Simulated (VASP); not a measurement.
# KF (Fm-3m) in VASP: further runs

KF is run at these levels: PBE; tasks: single point.

Program: VASP 6.6.1. These are calculated values, not measurements. Logs are shortened: lines on timing, memory, paths and dates and some standing lists are left out, and cuts for length are marked.

### Step 1. The cell of the first run

It takes space group Fm-3m (No. 225, cubic). Conventional cell: a = 5.364 Å, b = 5.364 Å, c = 5.364 Å, α = 90.00°, β = 90.00°, γ = 90.00°. Within 3.5 Å of K (site symmetry m-3m) lie 6 F at 2.68 Å. Within 3.5 Å of F (site symmetry m-3m) lie 6 K at 2.68 Å.

### Step 2. Single point, PBE (19.29 Å³/atom)

File INCAR:

```
ALGO = Normal
EDIFF = 1E-6
ENCUT = 600
GGA = PE
GGA_COMPAT = F
ISIF = 2
ISMEAR = 0
LASPH = T
LCHARG = F
LREAL = F
LWAVE = F
NBANDS = 15
NELM = 120
PREC = Accurate
SIGMA = 0.02
```

File KPOINTS:

```
k-points
0
Gamma
  8 8 8
```

File POSCAR:

```
KF
1.0
    0.0000000000      2.6819588456      2.6819588456
    2.6819588456      0.0000000000      2.6819588456
    2.6819588456      2.6819588456      0.0000000000
K F
1 1
Direct
    0.0000000000      0.0000000000      0.0000000000
    0.5000000000      0.5000000000      0.5000000000
```

Potentials or basis: VASP PAW PBE potentials, release 64 (K_sv, F).

On the command line:

```console
$ cat potpaw_PBE.64/K_sv/POTCAR potpaw_PBE.64/F/POTCAR > POTCAR
$ mpirun -np 1 vasp_std > vasp.out
```

OUTCAR:

```text
EDIFF = 1E-6
   ENCUT = 600
   GGA = PE
   ISIF = 2
   ISMEAR = 0
   LASPH = T
   LREAL = F
   NELM = 120
   PREC = Accurate

 ion  position               nearest neighbor table
   1  0.000  0.000  0.000-   2 2.68   2 2.68   2 2.68   2 2.68   2 2.68   2 2.68
   2  0.500  0.500  0.500-   1 2.68   1 2.68   1 2.68   1 2.68   1 2.68   1 2.68

  LATTYP: Found a face centered cubic cell.
 ALAT       =     5.3639176912

  Lattice vectors:

 A1 = (   0.0000000000,   2.6819588456,   2.6819588456)
 A2 = (   2.6819588456,   0.0000000000,   2.6819588456)
 A3 = (   2.6819588456,   2.6819588456,   0.0000000000)

Analysis of symmetry for initial positions (statically):
=====================================================================
 Subroutine PRICEL returns:
 Original cell was already a primitive cell.

 Routine SETGRP: Setting up the symmetry group for a
 face centered cubic supercell.

 Subroutine GETGRP returns: Found 48 space group operations
 (whereof 48 operations were pure point group operations)
 out of a pool of 48 trial point group operations.

The static configuration has the point symmetry O_h .

Analysis of symmetry for dynamics (positions and initial velocities):
=====================================================================
 Subroutine PRICEL returns:
 Original cell was already a primitive cell.

 Routine SETGRP: Setting up the symmetry group for a
 face centered cubic supercell.

 Subroutine GETGRP returns: Found 48 space group operations
 (whereof 48 operations were pure point group operations)
 out of a pool of 48 trial point group operations.

The dynamic configuration has the point symmetry O_h .

 Subroutine INISYM returns: Found 48 space group operations
 (whereof 48 operations are pure point group operations),
 and found     1 'primitive' translations

----------------------------------------------------------------------------------------

                                     Primitive cell

  volume of cell :      38.5821

  direct lattice vectors                    reciprocal lattice vectors
     0.000000000  2.681958846  2.681958846    -0.186430899  0.186430899  0.186430899
     2.681958846  0.000000000  2.681958846     0.186430899 -0.186430899  0.186430899
     2.681958846  2.681958846  0.000000000     0.186430899  0.186430899 -0.186430899

  length of vectors
     3.792862573  3.792862573  3.792862573     0.322907790  0.322907790  0.322907790

  position of ions in fractional coordinates (direct lattice)
     0.000000000  0.000000000  0.000000000
     0.500000000  0.500000000  0.500000000

  ion indices of the primitive-cell ions
   primitive index   ion index
                 1           1
[... 86 lines left out ...]
   EMIN   =  10.00;   EMAX   =-10.00  energy-range for DOS
   EFERMI =   0.00;   METHOD = LEGACY
   ISMEAR =     0;   SIGMA  =   0.02  broadening in eV -4-tet -1-fermi 0-gaus
   EFERMI_NEDOS =   21; number of points for ismear=-14 and -15
   IALGO  =     38    algorithm
   IMIX   =      4    mixing-type and parameters
     AMIX     =   0.40;   BMIX     =  1.00
     AMIX_MAG =   1.60;   BMIX_MAG =  1.00
  volume/ion in A,a.u.               =      19.29       130.18
  Fermi-wavevector in a.u.,A,eV,Ry     =   1.220823  2.307021 20.278244  1.490409
  Thomas-Fermi vector in A             =   2.356027
   LORBIT       =      0    0 simple, 1 ext, 2 COOP (PROOUT), +10 PAW based schemes
   GGA     = PE    functional components
   LHFCALC =     F    Hartree Fock is set to
   AEXX    =    0.0000 exact exchange contribution
   IVDW    =     0    specifies the selected vdW correction
   LEPSILON=     F    determine dielectric tensor
   LRPA    =     F    only Hartree local field effects (RPA)
 non-spin polarized calculation
 Gauss-broadening in eV      SIGMA  =   0.02
  energy-cutoff  :      600.00
  volume of cell :       38.58
 maximum number of plane-waves:      1308
   NGX = 15   NGY = 15   NGZ = 15

 number of electron      15.9999994 magnetization

 Free energy of the ion-electron system (eV)
  ---------------------------------------------------
  ext. energy  EPLUGINS =         0.00000000
  ---------------------------------------------------
  free energy    TOTEN  =        -8.29576090 eV

  energy without entropy =       -8.29576090  energy(sigma->0) =       -8.29576090

 E-fermi :  -2.7051     XC(G=0):  -8.3523

 val. band max:       -2.8362825577   @ k =   0.0000   0.0000   0.0000
 cond. band min:       3.2718867447   @ k =   0.0000   0.0000   0.0000
 fundamental gap:      6.1081693025
 Fermi energy:        -2.7050949089

 k-point     1 :       0.0000    0.0000    0.0000
  band No.  band energies     occupation
      1     -29.0037      2.00000
      2     -21.4875      2.00000
      3     -12.2628      2.00000
      4     -12.2628      2.00000
      5     -12.2628      2.00000
      6      -2.8363      2.00000
      7      -2.8363      2.00000
      8      -2.8363      2.00000
      9       3.2719      0.00000
     10       7.8130      0.00000
     11       7.8130      0.00000
     12       7.8130      0.00000
     13       9.4698      0.00000
     14       9.4698      0.00000
[... 401 lines left out ...]
      2     -21.5469      2.00000
      3     -12.5731      2.00000
      4     -12.4710      2.00000
      5     -12.3339      2.00000
      6      -3.3976      2.00000
      7      -3.1097      2.00000
      8      -3.0888      2.00000
      9       6.5177      0.00000
     10       7.2014      0.00000
     11       8.7767      0.00000
     12       9.8236      0.00000
     13      11.0632      0.00000
     14      12.0961      0.00000
     15      12.3200      0.00000

 [... further k-points ...]

------------------------ aborting loop because EDIFF is reached ----------------------------------------

  FORCE on cell =-STRESS in cart. coord.  units (eV):
  Direction    XX          YY          ZZ          XY          YZ          ZX
  --------------------------------------------------------------------------------------
  -------------------------------------------------------------------------------------
  Total        0.2378638      0.2378638      0.2378638      0.0000000     -0.0000000      0.0000000
  in kB        9.8776273      9.8776273      9.8776273      0.0000000     -0.0000000      0.0000000
  external PRESSURE =       9.8776273 kB  Pullay stress =       0.0000000 kB

 VOLUME and BASIS-vectors are now :
 -----------------------------------------------------------------------------
  energy-cutoff  :      600.00
  volume of cell :       38.58
      direct lattice vectors                 reciprocal lattice vectors
     0.000000000  2.681958846  2.681958846    -0.186430899  0.186430899  0.186430899
     2.681958846  0.000000000  2.681958846     0.186430899 -0.186430899  0.186430899
     2.681958846  2.681958846  0.000000000     0.186430899  0.186430899 -0.186430899

 POSITION                                       TOTAL-FORCE (eV/Angst)
 -----------------------------------------------------------------------------------
      0.00000      0.00000      0.00000         0.000000      0.000000      0.000000
      2.68196      2.68196      2.68196        -0.000000     -0.000000     -0.000000
 -----------------------------------------------------------------------------------
    total drift:                                0.000000      0.000000      0.000000

  FREE ENERGIE OF THE ION-ELECTRON SYSTEM (eV)
  ---------------------------------------------------
  free  energy   TOTEN  =        -8.2957608950 eV

  energy  without entropy=       -8.2957608950  energy(sigma->0) =       -8.29576090
```

OSZICAR:

```text
N       E                     dE             d eps       ncg     rms          rms(c)
DAV:   1     0.124478080522E+03    0.12448E+03   -0.88514E+03   870   0.115E+03
DAV:   2    -0.402063504069E+01   -0.12850E+03   -0.11498E+03  1122   0.295E+02
DAV:   3    -0.942082241733E+01   -0.54002E+01   -0.53683E+01  1137   0.548E+01
DAV:   4    -0.955981180108E+01   -0.13899E+00   -0.13897E+00  1204   0.845E+00
DAV:   5    -0.956118409444E+01   -0.13723E-02   -0.13723E-02  1153   0.757E-01    0.630E+00
DAV:   6    -0.832798775134E+01    0.12332E+01   -0.35217E+00   905   0.147E+01    0.395E+00
DAV:   7    -0.829832784413E+01    0.29660E-01   -0.67020E-02  1087   0.226E+00    0.222E+00
DAV:   8    -0.829348643866E+01    0.48414E-02   -0.52631E-02   961   0.227E+00    0.198E-01
DAV:   9    -0.829504768440E+01   -0.15612E-02   -0.38406E-03  1087   0.520E-01    0.123E-01
DAV:  10    -0.829563009066E+01   -0.58241E-03   -0.47066E-04   933   0.189E-01    0.622E-02
DAV:  11    -0.829576144534E+01   -0.13135E-03   -0.13197E-04   919   0.969E-02    0.194E-02
DAV:  12    -0.829576088903E+01    0.55631E-06   -0.12896E-05  1067   0.358E-02    0.447E-03
DAV:  13    -0.829576089500E+01   -0.59706E-08   -0.22344E-06   940   0.136E-02
   1 F= -.82957609E+01 E0= -.82957609E+01  d E =-.136308E-22
```

Wall time 12 s (1 thread of Intel Xeon 8259CL, shared host); peak memory 0.18 GiB.

What came out:

```yaml
Free_energy: -8.2958 eV
Pressure: 1.0 GPa
Band_gap_on_the_k_mesh: 6.11 eV
```

### Step 3. Single point, PBE

File INCAR:

```
SYSTEM = KF
ALGO = Normal ; EDIFF = 1E-6
ENCUT = 600 ; GGA = PE
GGA_COMPAT = .False. ; ISIF = 2
ISMEAR = 0 ; LASPH = .True.
LCHARG = .False. ; LREAL = .False.
LWAVE = .False. ; NBANDS = 15
NELM = 120 ; PREC = Accurate
SIGMA = 0.02
```

File KPOINTS:

```
k-points
0
Gamma
  8 8 8
  0 0 0
```

POSCAR is that of step 2.

Potentials or basis: VASP PAW PBE potentials, release 64 (K_sv, F).

On the command line:

```console
$ cat potpaw_PBE.64/K_sv/POTCAR potpaw_PBE.64/F/POTCAR > POTCAR
$ mpirun -np 1 vasp_std > vasp.out
```

Run time: 13 s. Hardware: 1 thread of Intel Xeon 8259CL, shared host; peak memory 0.17 GiB.

It converged, with:

- Free energy: -8.2958 eV
- Pressure: 1.0 GPa
- Band gap on the k mesh: 6.11 eV

Levels at points of the mesh, in eV from the valence-band top:
| k point | band 5 | band 6 | band 7 | band 8 | band 9 | band 10 | band 11 | band 12 |
| --- | --- | --- | --- | --- | --- | --- | --- | --- |
| (0.00, 0.00, 0.00) | -9.43 | 0.00 | 0.00 | 0.00 | 6.11 | 10.65 | 10.65 | 10.65 |
| (0.50, 0.00, 0.00) | -9.46 | -0.78 | -0.34 | -0.34 | 9.02 | 10.52 | 12.02 | 12.02 |
| (0.50, 0.50, 0.00) | -9.63 | -0.22 | -0.06 | -0.06 | 8.19 | 10.24 | 11.72 | 13.55 |

### Step 4. Single point, PBE (18.69 Å³/atom)

This run uses another cell than the first one, of 18.69 Å³/atom.

File INCAR:

```
SYSTEM = KF
ALGO = Normal
EDIFF = 1E-6
ENCUT = 600
GGA = PE
GGA_COMPAT = .False.
ISIF = 2
ISMEAR = 0
LASPH = .True.
LCHARG = .False.
LREAL = .False.
LWAVE = .False.
NBANDS = 15
NELM = 120
PREC = Accurate
SIGMA = 0.02
```

KPOINTS is that of step 3.

File POSCAR:

```
KF
1.0
    0.0000000000      2.6540197425      2.6540197425
    2.6540197425      0.0000000000      2.6540197425
    2.6540197425      2.6540197425      0.0000000000
K F
1 1
Direct
    0.0000000000      0.0000000000      0.0000000000
    0.5000000000      0.5000000000      0.5000000000
```

On the command line:

```console
$ cat potpaw_PBE.64/K_sv/POTCAR potpaw_PBE.64/F/POTCAR > POTCAR
$ mpirun -np 1 vasp_std > vasp.out
```

It took 13 s on 1 thread of Intel Xeon 8259CL, shared host; peak memory 0.18 GiB.

It converged, with:

```
Free energy            : -8.2825 eV
Pressure               : 2.2 GPa
Band gap on the k mesh : 6.27 eV
```

Levels at points of the mesh, in eV from the valence-band top:
```
           k point  band 6  band 7  band 8  band 9  band 10  band 11
(0.00, 0.00, 0.00)    0.00    0.00    0.00    6.27    10.74    10.74
(0.50, 0.00, 0.00)   -0.81   -0.36   -0.36    9.15    10.76    12.17
(0.50, 0.50, 0.00)   -0.20   -0.05   -0.05    8.22    10.42    11.97
```

A k mesh can miss the band edges.

### Step 5. Single point, PBE

This run uses another cell than the first one, of 18.69 Å³/atom.

File INCAR:

```
PREC = Accurate
ENCUT = 600
EDIFF = 1E-6
ISMEAR = 0
SIGMA = 0.02
LREAL = False
LASPH = True
NELM = 120
ALGO = Normal
ISIF = 2
LWAVE = False
LCHARG = False
GGA = PE
NBANDS = 15
GGA_COMPAT = False
```

File KPOINTS:

```
regular mesh
0
Gamma
  8 8 8
```

POSCAR is that of step 4.

On the command line:

```console
$ cat potpaw_PBE.64/K_sv/POTCAR potpaw_PBE.64/F/POTCAR > POTCAR
$ mpirun -np 1 vasp_std > vasp.out
```

Run time: 14 s. Hardware: 1 thread of Intel Xeon 8259CL, shared host; peak memory 0.17 GiB.

Results (log left out):

* Free energy: -8.2825 eV
* Pressure: 2.2 GPa
* Band gap on the k mesh: 6.27 eV

Levels at points of the mesh, in eV from the valence-band top:
```
           k point  band 4  band 5  band 6  band 7  band 8  band 9  band 10  band 11  band 12  band 13
(0.00, 0.00, 0.00)   -9.32   -9.32    0.00    0.00    0.00    6.27    10.74    10.74    10.74    12.44
(0.50, 0.00, 0.00)   -9.35   -9.35   -0.81   -0.36   -0.36    9.15    10.76    12.17    12.17    14.44
(0.50, 0.50, 0.00)   -9.54   -9.54   -0.20   -0.05   -0.05    8.22    10.42    11.97    13.72    14.36
```

A k mesh can miss the band edges.
